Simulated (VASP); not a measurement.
Set up this calculation in VASP 6.6.1, as the native input.

```
Task                   : single point
Functional             : PBEsol
Potentials or basis    : VASP PAW PBE potentials, release 64 (Al, Cu)
Cutoff                 : 520 eV
k mesh                 : 16 × 16 × 16
Occupations            : gaussian, width 0.15 eV
Spin                   : no spin polarisation
Dipole correction      : no
Further INCAR settings : ALGO = Fast; EDIFF = 1e-07; NBANDS = 14
```

The structure of AlCu lies in POSCAR:

```
AlCu
1.0
    2.9975090000      0.0000000000      0.0000000000
    0.0000000000      2.9975090000      0.0000000000
    0.0000000000      0.0000000000      2.9975090000
Al Cu
1 1
Direct
   -0.1459545242      0.0000000000      0.0000000000
    0.5000000000      0.5000000000      0.5000000000
```

This cell differs from its parent crystal: all Al atoms moved +0.438 Å, as atom 1 towards its neighbour atom 1 (Al) at 2.998 Å.

The input as run:

INCAR

```
ALGO = Fast ; EDIFF = 1E-7
ENCUT = 520 ; GGA = PS
ISIF = 2 ; ISMEAR = 0
LASPH = T ; LCHARG = T
LELF = T ; LREAL = F
LVHAR = T ; LWAVE = F
NBANDS = 14 ; NELM = 60
PREC = Accurate ; SIGMA = 0.15
```

KPOINTS

```
k-points
0
Gamma
  16 16 16
```

Potentials or basis: VASP PAW PBE potentials, release 64 (Al, Cu).

The run is started by

```bash
$ cat potpaw_PBE.64/Al/POTCAR potpaw_PBE.64/Cu/POTCAR > POTCAR
$ mpirun -np 1 vasp_std > vasp.out
```

Results of the run:

```
Pressure               : 3.8 GPa
Largest force          : 1.619 eV/Å
Band gap on the k mesh : zero (band 7 reaches 12.75 eV, above the bottom of band 8 at 7.91 eV)
```

Caveat: the cell differs from its parent crystal (all Al atoms moved +0.438 Å, as atom 1 towards its neighbour atom 1 (Al) at 2.998 Å); the PAW data sets were made with another functional, which shifts forces and pressure a little.

Run time: 98 s on 1 thread of Intel Xeon 6975P-C, with other jobs on the host, peak memory 0.27 GiB.
